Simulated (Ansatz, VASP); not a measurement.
AlH6 in VASP and in Ansatz

```
Al H
1.0
     5.91886    0.00000    0.00000
    -2.95943    5.12588    0.00000
     0.00000    0.00000    2.84155
Al H
1 6
Direct
  0.00000 0.00000 0.50000
  0.56496 0.00000 0.50000
  0.00000 0.56496 0.50000
  0.43504 0.43504 0.50000
  0.43504 0.00000 0.50000
  0.00000 0.43504 0.50000
  0.56496 0.56496 0.50000
```

Alike in both runs: task relaxation of cell and atoms; functional PBE; k mesh 3 × 3 × 6; occupations gaussian, width 0.1 eV; no spin polarisation.

|  | VASP | Ansatz |
| --- | --- | --- |
| version | VASP 6.6.1 | Ansatz 0.2.0 |
| potentials or method | VASP PAW PBE potentials, release 64 (Al, H), cutoff 600 eV | scalar-relativistic, plane waves, PAW |
| valence electrons in the cell | 9 | 9 |

```csv
,VASP,Ansatz,Ansatz less VASP
"gap on the k mesh at the Fermi level, each at its own relaxed structure (eV)",none,none,-
relaxed volume (Å³/atom),11.70,11.49,-0.204
relaxed cell length with the largest relative difference (Å),5.931,5.877,-0.0542
```

A gap of «none» marks a metal or a gap that the smearing closes.

The k mesh is coarse, so the values compare programs but aren't converged.
